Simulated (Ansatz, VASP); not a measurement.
**BAs: VASP beside Ansatz**

```
B As
1.0
     0.00000    2.38500    2.38500
     2.38500    0.00000    2.38500
     2.38500    2.38500    0.00000
B As
1 1
Direct
  0.00000 0.00000 0.00000
  0.25000 0.25000 0.25000
```

Alike in both runs: task single point; functional PBE; k mesh 6 × 6 × 6; occupations gaussian, width 0.1 eV; no spin polarisation.

```csv
,VASP,Ansatz
version,VASP 6.6.1,Ansatz 0.2.0
potentials or method,"VASP PAW PBE potentials, release 64 (B, As), cutoff 500 eV","scalar-relativistic, plane waves, PAW"
valence electrons in the cell,8,18
```

VASP gave:

| Quantity | Value |
| --- | --- |
| gap on the k mesh at the Fermi level (eV) | 1.27 |
| least direct gap on the mesh (eV) | 3.28 |
| pressure (GPa) | 4.1 |

Question: What did Ansatz give for the same quantities?

Answer: gap on the k mesh at the Fermi level (eV): 1.28; least direct gap on the mesh (eV): 3.28; pressure (GPa): 3.4.

VASP's potentials hold 8 valence electrons a cell and Ansatz's 18, so a difference there can come from the potentials and not from the codes.
